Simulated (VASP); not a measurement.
# BaTiO3 in VASP: further runs, part 2 of 2

VASP 6.6.1. The steps go on from the part before.

**4. Electric field gradients, PBE (volume scaled by 0.96)**

Input file INCAR:

```
SYSTEM = BaTiO3
PREC = Accurate
ENCUT = 910
EDIFF = 1E-8
ISMEAR = -1
SIGMA = 0.05
LREAL = .False.
LASPH = .True.
NELM = 120
ALGO = Normal
ISIF = 2
LWAVE = .False.
LCHARG = .False.
GGA = PE
LEFG = .True.
NBANDS = 28
GGA_COMPAT = .False.
```

Input file KPOINTS:

```
regular mesh
0
Gamma
  8 8 8
  0 0 0
```

Input file POSCAR:

```
BaTiO3
1.0
    3.9531406582      0.0000000000      0.0000000000
    0.0000000000      3.9531406582      0.0000000000
    0.0000000000      0.0000000000      3.9531406582
Ba Ti O
1 1 3
Direct
    0.5000000000      0.5000000000      0.5000000000
    0.0000000000      0.0000000000      0.0000000000
    0.5000000000      0.0000000000      0.0000000000
    0.0000000000      0.5000000000      0.0000000000
    0.0000000000      0.0000000000      0.5000000000
```

Potentials or basis: VASP PAW PBE potentials, release 64 (Ba_sv, Ti_sv, O_h).

Launch:

```sh
$ cat potpaw_PBE.64/Ba_sv/POTCAR potpaw_PBE.64/Ti_sv/POTCAR potpaw_PBE.64/O_h/POTCAR > POTCAR
$ mpirun -np 1 vasp_std > vasp.out
```

OUTCAR:

```text
SYSTEM = BaTiO3
   PREC = Accurate
   ENCUT = 910
   EDIFF = 1E-8
   ISMEAR = -1
   LREAL = .False.
   LASPH = .True.
   NELM = 120
   ISIF = 2
   GGA = PE

 ion  position               nearest neighbor table
   1  0.500  0.500  0.500-   3 2.80   4 2.80   5 2.80   3 2.80   4 2.80   3 2.80   5 2.80   3 2.80
                             4 2.80   5 2.80   4 2.80   5 2.80   2 3.42   2 3.42   2 3.42   2 3.42
   2  0.000  0.000  0.000-   3 1.98   4 1.98   5 1.98   5 1.98   4 1.98   3 1.98   1 3.42   1 3.42
                             1 3.42   1 3.42   1 3.42   1 3.42   1 3.42   1 3.42
   3  0.500  0.000  0.000-   2 1.98   2 1.98   1 2.80   1 2.80   1 2.80   1 2.80
   4  0.000  0.500  0.000-   2 1.98   2 1.98   1 2.80   1 2.80   1 2.80   1 2.80
   5  0.000  0.000  0.500-   2 1.98   2 1.98   1 2.80   1 2.80   1 2.80   1 2.80

  LATTYP: Found a simple cubic cell.
 ALAT       =     3.9531406582

  Lattice vectors:

 A1 = (   3.9531406582,   0.0000000000,   0.0000000000)
 A2 = (   0.0000000000,   3.9531406582,   0.0000000000)
 A3 = (   0.0000000000,   0.0000000000,   3.9531406582)

Analysis of symmetry for initial positions (statically):
=====================================================================
 Subroutine PRICEL returns:
 Original cell was already a primitive cell.

 Routine SETGRP: Setting up the symmetry group for a
 simple cubic supercell.

 Subroutine GETGRP returns: Found 48 space group operations
 (whereof 48 operations were pure point group operations)
 out of a pool of 48 trial point group operations.

The static configuration has the point symmetry O_h .

Analysis of symmetry for dynamics (positions and initial velocities):
=====================================================================
 Subroutine PRICEL returns:
 Original cell was already a primitive cell.
[... 921 lines left out ...]
  Total        4.1528295      4.1528295      4.1528295      0.0000000      0.0000000      0.0000000
  in kB      107.7030199    107.7030199    107.7030199      0.0000000      0.0000000      0.0000000
  external PRESSURE =     107.7030199 kB  Pullay stress =       0.0000000 kB

 VOLUME and BASIS-vectors are now :
 -----------------------------------------------------------------------------
  energy-cutoff  :      910.00
  volume of cell :       61.78
      direct lattice vectors                 reciprocal lattice vectors
     3.953140658  0.000000000  0.000000000     0.252963425  0.000000000  0.000000000
     0.000000000  3.953140658  0.000000000     0.000000000  0.252963425  0.000000000
     0.000000000  0.000000000  3.953140658     0.000000000  0.000000000  0.252963425

 POSITION                                       TOTAL-FORCE (eV/Angst)
 -----------------------------------------------------------------------------------
      1.97657      1.97657      1.97657         0.000000      0.000000      0.000000
      0.00000      0.00000      0.00000         0.000000      0.000000      0.000000
      1.97657      0.00000      0.00000         0.000000      0.000000      0.000000
      0.00000      1.97657      0.00000         0.000000      0.000000      0.000000
      0.00000      0.00000      1.97657         0.000000      0.000000      0.000000
 -----------------------------------------------------------------------------------
    total drift:                                0.000000      0.000000     -0.000000

  FREE ENERGIE OF THE ION-ELECTRON SYSTEM (eV)
  ---------------------------------------------------
  free  energy   TOTEN  =       -39.8814509880 eV

  energy  without entropy=      -39.8814509870  energy(sigma->0) =      -39.88145099

 Electric field gradients (V/A^2)
---------------------------------------------------------------------
 ion       V_xx      V_yy      V_zz      V_xy      V_xz      V_yz
---------------------------------------------------------------------
   1       0.000    -0.000     0.000    -0.000    -0.000     0.000
   2       0.000    -0.000    -0.000     0.000    -0.000    -0.000
   3      21.645   -10.822   -10.822    -0.000    -0.000    -0.000
   4     -10.822    21.645   -10.822    -0.000    -0.000    -0.000
   5     -10.822   -10.822    21.645     0.000    -0.000    -0.000
---------------------------------------------------------------------

 Electric field gradients after diagonalization (V/A^2)
 (convention: |V_zz| > |V_xx| > |V_yy|)
----------------------------------------------------------------------
 ion       V_xx      V_yy      V_zz     asymmetry (V_yy - V_xx)/ V_zz
----------------------------------------------------------------------
   1       0.000    -0.000     0.000      -0.314
   2       0.000    -0.000    -0.000       0.166
   3     -10.822   -10.822    21.645       0.000
   4     -10.822   -10.822    21.645       0.000
   5     -10.822   -10.822    21.645       0.000
----------------------------------------------------------------------

           NMR quadrupolar parameters

 Cq : quadrupolar parameter    Cq=e*Q*V_zz/h
 eta: asymmetry parameters     (V_yy - V_xx)/ V_zz
 Q  : nuclear electric quadrupole moment in mb (millibarn)
----------------------------------------------------------------------
 ion       Cq(MHz)       eta       Q (mb)
----------------------------------------------------------------------
   1       0.000      -0.314       1.000
   2      -0.000       0.166       1.000
   3       0.052       0.000       1.000
   4       0.052       0.000       1.000
   5       0.052       0.000       1.000
----------------------------------------------------------------------
```

OSZICAR:

```text
N       E                     dE             d eps       ncg     rms          rms(c)
DAV:   1     0.581245648934E+03    0.58125E+03   -0.28282E+04  1960   0.232E+03
DAV:   2     0.530766439752E+02   -0.52817E+03   -0.50268E+03  2084   0.529E+02
DAV:   3    -0.449692687150E+02   -0.98046E+02   -0.92444E+02  2612   0.190E+02
[... 11 lines left out ...]
DAV:  15    -0.398814535796E+02   -0.38956E-05   -0.19277E-05  2308   0.465E-02    0.142E-02
DAV:  16    -0.398814509050E+02    0.26746E-05   -0.57790E-06  2268   0.271E-02    0.388E-03
DAV:  17    -0.398814509555E+02   -0.50523E-07   -0.66769E-07  2908   0.724E-03    0.569E-04
DAV:  18    -0.398814509943E+02   -0.38830E-07   -0.56076E-08  2324   0.189E-03    0.455E-04
DAV:  19    -0.398814509880E+02    0.62828E-08   -0.57533E-09  1336   0.866E-04
   1 F= -.39881451E+02 E0= -.39881451E+02  d E =-.108433E-08
```

stdout:

```text
POSCAR found type information on POSCAR BaTiO
 POSCAR found :  3 types and       5 ions
 scaLAPACK will be used
 LDA part: xc-table for (Slater+PW92), standard interpolation
 POSCAR, INCAR and KPOINTS ok, starting setup
 FFT: planning ... GRIDC
 FFT: planning ... GRID_SOFT
 FFT: planning ... GRID
 WAVECAR not read
 entering main loop
ion   1

ion   2

ion   3

ion   4

ion   5
```

It took 2.3 min on 1 thread of Intel Xeon Platinum 8175M at 2.50GHz (Skylake/Cascade Lake), shared host; peak memory 0.33 GiB.

Results:

```yaml
Free_energy: -39.8815 eV
Pressure: 10.8 GPa
Band_gap_on_the_k_mesh: 1.82 eV, indirect (least direct gap 1.93 eV)
```

Electric field gradients, principal values (V/Å²):
| atom | least | middle | greatest (by size) |
| --- | --- | --- | --- |
| 1 Ba | 0.000 | 0.000 | 0.000 |
| 2 Ti | 0.000 | 0.000 | 0.000 |
| 3 O | -10.822 | -10.822 | 21.645 |
| 4 O | -10.822 | -10.822 | 21.645 |
| 5 O | -10.822 | -10.822 | 21.645 |

Caveat: the cutoff is under 1.25 times the usual one of these potentials, so pressure, stress and relaxed cells hold a basis-set (Pulay) error; without QUAD_EFG the Cq values of the log hold for a quadrupole moment of 1 mb, not for the nuclei; spin-orbit coupling is left out, which moves the levels of the heavy elements. A k mesh can miss the band edges.

**5. Electric field gradients, PBE (volume scaled by 1.02)**

Input file INCAR:

```
SYSTEM = BaTiO3
ALGO     = Normal         ! electronic algorithm
EDIFF    = 1E-8           ! SCF threshold, eV
ENCUT    = 910            ! plane-wave cutoff, eV
GGA      = PE             ! functional
GGA_COMPAT= .False.      
ISIF     = 2              ! what is computed and relaxed
ISMEAR   = -1             ! smearing method
LASPH    = .True.         ! aspherical terms in the spheres
LCHARG   = .False.        ! write CHGCAR
LEFG     = .True.       
LREAL    = .False.        ! projectors in reciprocal space
LWAVE    = .False.        ! write WAVECAR
NBANDS   = 28             ! bands
NELM     = 120            ! most SCF steps
PREC     = Accurate       ! precision mode
SIGMA    = 0.05           ! smearing width, eV
```

Input file KPOINTS:

```
k-points
0
Gamma
  8 8 8
  0 0 0
```

POSCAR, as its differences from that of step 4:

```diff
@@ -2,5 +2,5 @@
 1.0
-    3.9531406582      0.0000000000      0.0000000000
-    0.0000000000      3.9531406582      0.0000000000
-    0.0000000000      0.0000000000      3.9531406582
+    4.0338391840      0.0000000000      0.0000000000
+    0.0000000000      4.0338391840      0.0000000000
+    0.0000000000      0.0000000000      4.0338391840
 Ba Ti O
```

Potentials or basis: VASP PAW PBE potentials, release 64 (Ba_sv, Ti_sv, O_h).

Launch:

```sh
$ cat potpaw_PBE.64/Ba_sv/POTCAR potpaw_PBE.64/Ti_sv/POTCAR potpaw_PBE.64/O_h/POTCAR > POTCAR
$ mpirun -np 1 vasp_std > vasp.out
```

OUTCAR:

```text
SYSTEM = BaTiO3
   EDIFF = 1E-8
   ENCUT = 910
   GGA = PE
   ISIF = 2
   ISMEAR = -1
   LASPH = .True.
   LREAL = .False.
   NELM = 120
   PREC = Accurate

 ion  position               nearest neighbor table
   1  0.500  0.500  0.500-   3 2.85   4 2.85   5 2.85   3 2.85   4 2.85   3 2.85   5 2.85   3 2.85
                             4 2.85   5 2.85   4 2.85   5 2.85   2 3.49   2 3.49   2 3.49   2 3.49
   2  0.000  0.000  0.000-   3 2.02   4 2.02   5 2.02   5 2.02   4 2.02   3 2.02   1 3.49   1 3.49
                             1 3.49   1 3.49   1 3.49   1 3.49   1 3.49   1 3.49
   3  0.500  0.000  0.000-   2 2.02   2 2.02   1 2.85   1 2.85   1 2.85   1 2.85
   4  0.000  0.500  0.000-   2 2.02   2 2.02   1 2.85   1 2.85   1 2.85   1 2.85
   5  0.000  0.000  0.500-   2 2.02   2 2.02   1 2.85   1 2.85   1 2.85   1 2.85

  LATTYP: Found a simple cubic cell.
 ALAT       =     4.0338391840

  Lattice vectors:

 A1 = (   4.0338391840,   0.0000000000,   0.0000000000)
 A2 = (   0.0000000000,   4.0338391840,   0.0000000000)
 A3 = (   0.0000000000,   0.0000000000,   4.0338391840)

Analysis of symmetry for initial positions (statically):
=====================================================================
 Subroutine PRICEL returns:
 Original cell was already a primitive cell.

 Routine SETGRP: Setting up the symmetry group for a
 simple cubic supercell.

 Subroutine GETGRP returns: Found 48 space group operations
 (whereof 48 operations were pure point group operations)
 out of a pool of 48 trial point group operations.

The static configuration has the point symmetry O_h .

Analysis of symmetry for dynamics (positions and initial velocities):
=====================================================================
[... 922 lines left out ...]
  -------------------------------------------------------------------------------------
  Total       -0.2496570     -0.2496570     -0.2496570      0.0000000      0.0000000     -0.0000000
  in kB       -6.0939451     -6.0939451     -6.0939451      0.0000000      0.0000000     -0.0000000
  external PRESSURE =      -6.0939451 kB  Pullay stress =       0.0000000 kB

 VOLUME and BASIS-vectors are now :
 -----------------------------------------------------------------------------
  energy-cutoff  :      910.00
  volume of cell :       65.64
      direct lattice vectors                 reciprocal lattice vectors
     4.033839184  0.000000000  0.000000000     0.247902793  0.000000000  0.000000000
     0.000000000  4.033839184  0.000000000     0.000000000  0.247902793  0.000000000
     0.000000000  0.000000000  4.033839184     0.000000000  0.000000000  0.247902793

 POSITION                                       TOTAL-FORCE (eV/Angst)
 -----------------------------------------------------------------------------------
      2.01692      2.01692      2.01692         0.000000      0.000000      0.000000
      0.00000      0.00000      0.00000         0.000000      0.000000      0.000000
      2.01692      0.00000      0.00000         0.000000      0.000000      0.000000
      0.00000      2.01692      0.00000         0.000000      0.000000      0.000000
      0.00000      0.00000      2.01692         0.000000      0.000000      0.000000
 -----------------------------------------------------------------------------------
    total drift:                                0.000000      0.000000     -0.000000

  FREE ENERGIE OF THE ION-ELECTRON SYSTEM (eV)
  ---------------------------------------------------
  free  energy   TOTEN  =       -40.0094918486 eV

  energy  without entropy=      -40.0094918448  energy(sigma->0) =      -40.00949185

 Electric field gradients (V/A^2)
---------------------------------------------------------------------
 ion       V_xx      V_yy      V_zz      V_xy      V_xz      V_yz
---------------------------------------------------------------------
   1      -0.000    -0.000     0.000    -0.000     0.000    -0.000
   2      -0.000     0.000     0.000    -0.000    -0.000     0.000
   3      26.932   -13.466   -13.466    -0.000    -0.000    -0.000
   4     -13.466    26.932   -13.466     0.000    -0.000     0.000
   5     -13.466   -13.466    26.932    -0.000    -0.000     0.000
---------------------------------------------------------------------

 Electric field gradients after diagonalization (V/A^2)
 (convention: |V_zz| > |V_xx| > |V_yy|)
----------------------------------------------------------------------
 ion       V_xx      V_yy      V_zz     asymmetry (V_yy - V_xx)/ V_zz
----------------------------------------------------------------------
   1      -0.000    -0.000     0.000       0.030
   2       0.000     0.000    -0.000       0.149
   3     -13.466   -13.466    26.932       0.000
   4     -13.466   -13.466    26.932       0.000
   5     -13.466   -13.466    26.932       0.000
----------------------------------------------------------------------

           NMR quadrupolar parameters

 Cq : quadrupolar parameter    Cq=e*Q*V_zz/h
 eta: asymmetry parameters     (V_yy - V_xx)/ V_zz
 Q  : nuclear electric quadrupole moment in mb (millibarn)
----------------------------------------------------------------------
 ion       Cq(MHz)       eta       Q (mb)
----------------------------------------------------------------------
   1       0.000       0.030       1.000
   2      -0.000       0.149       1.000
   3       0.065       0.000       1.000
   4       0.065       0.000       1.000
   5       0.065       0.000       1.000
----------------------------------------------------------------------
```

OSZICAR:

```text
N       E                     dE             d eps       ncg     rms          rms(c)
DAV:   1     0.581250688189E+03    0.58125E+03   -0.28286E+04  1960   0.231E+03
DAV:   2     0.575078753983E+02   -0.52374E+03   -0.49834E+03  2072   0.523E+02
DAV:   3    -0.446569529585E+02   -0.10216E+03   -0.96456E+02  2708   0.189E+02
[... 10 lines left out ...]
DAV:  14    -0.400094917907E+02    0.45543E-04   -0.96159E-05  2984   0.926E-02    0.139E-02
DAV:  15    -0.400094916298E+02    0.16090E-06   -0.15721E-05  2684   0.322E-02    0.613E-03
DAV:  16    -0.400094920847E+02   -0.45489E-06   -0.16992E-06  2844   0.952E-03    0.407E-03
DAV:  17    -0.400094918803E+02    0.20443E-06   -0.42471E-07  2664   0.505E-03    0.183E-03
DAV:  18    -0.400094918448E+02    0.35497E-07   -0.23821E-07  3084   0.400E-03    0.356E-04
DAV:  19    -0.400094918486E+02   -0.37917E-08   -0.14259E-08  1804   0.907E-04
   1 F= -.40009492E+02 E0= -.40009492E+02  d E =-.372258E-08
```

stdout:

```text
POSCAR found type information on POSCAR BaTiO
 POSCAR found :  3 types and       5 ions
 scaLAPACK will be used
 LDA part: xc-table for (Slater+PW92), standard interpolation
 POSCAR, INCAR and KPOINTS ok, starting setup
 FFT: planning ... GRIDC
 FFT: planning ... GRID_SOFT
 FFT: planning ... GRID
 WAVECAR not read
 entering main loop
ion   1

ion   2

ion   3

ion   4

ion   5
```

It took 77 s on 1 thread of Intel Xeon 6975P-C (Granite Rapids), shared host; peak memory 0.34 GiB.

Results:

| Quantity | Value |
| --- | --- |
| Free energy | -40.0095 eV |
| Pressure | -0.6 GPa |
| Band gap on the k mesh | 1.70 eV, indirect (least direct gap 1.87 eV) |

Levels at points of the mesh, in eV from the valence-band top:
| k point | band 17 | band 18 | band 19 | band 20 | band 21 | band 22 | band 23 | band 24 |
| --- | --- | --- | --- | --- | --- | --- | --- | --- |
| (0.00, 0.00, 0.00) | -1.05 | -0.16 | -0.16 | -0.16 | 1.70 | 1.70 | 1.70 | 3.75 |
| (0.50, 0.00, 0.00) | -1.80 | -1.80 | -0.71 | -0.71 | 1.85 | 3.37 | 3.37 | 3.75 |
| (0.50, 0.50, 0.00) | -1.72 | -0.88 | -0.88 | -0.09 | 3.38 | 3.38 | 3.78 | 4.57 |
| (0.50, 0.50, 0.50) | -2.41 | 0.00 | 0.00 | 0.00 | 4.02 | 4.02 | 4.02 | 6.62 |

Electric field gradients, principal values (V/Å²):
| atom | least | middle | greatest (by size) |
| --- | --- | --- | --- |
| 1 Ba | 0.000 | 0.000 | 0.000 |
| 2 Ti | 0.000 | 0.000 | 0.000 |
| 3 O | -13.466 | -13.466 | 26.932 |
| 4 O | -13.466 | -13.466 | 26.932 |
| 5 O | -13.466 | -13.466 | 26.932 |

Caveat: the cutoff is under 1.25 times the usual one of these potentials, so pressure, stress and relaxed cells hold a basis-set (Pulay) error; without QUAD_EFG the Cq values of the log hold for a quadrupole moment of 1 mb, not for the nuclei; spin-orbit coupling is left out, which moves the levels of the heavy elements.

**6. Overview**

```tsv
potentials or basis	cell	cutoff (eV)	second run	gap on the mesh (eV)	pressure (GPa)
VASP PAW PBE potentials, release 64 (Ba_sv, Ti_sv, O)	a = 4.007, b = 4.007, c = 4.047 Å, 5 atoms	520	-	1.70	1.6
VASP PAW PBE potentials, release 64 (Ba_sv, Ti_sv, O)	a = 4.007, b = 4.007, c = 4.128 Å, 5 atoms	520	-	1.62	-1.4
VASP PAW PBE potentials, release 64 (Ba_sv, Ti_sv, O_h)	a = 3.953 Å, 5 atoms	910	hard_potentials	1.82	10.8
VASP PAW PBE potentials, release 64 (Ba_sv, Ti_sv, O_h)	a = 4.034 Å, 5 atoms	910	hard_potentials	1.70	-0.6
```

Alike in all rows: task electric field gradients; level PBE; no spin polarisation; k mesh 8 × 8 × 8; smearing fermi-dirac 0.05 eV.

Caveats: spin-orbit coupling is left out, which moves the levels of the heavy elements; the cutoff is under 1.25 times the usual one of these potentials, so pressure, stress and relaxed cells hold a basis-set (Pulay) error (some runs).

Total energies depend on the potentials used, so only differences within one code and one set of settings carry meaning.
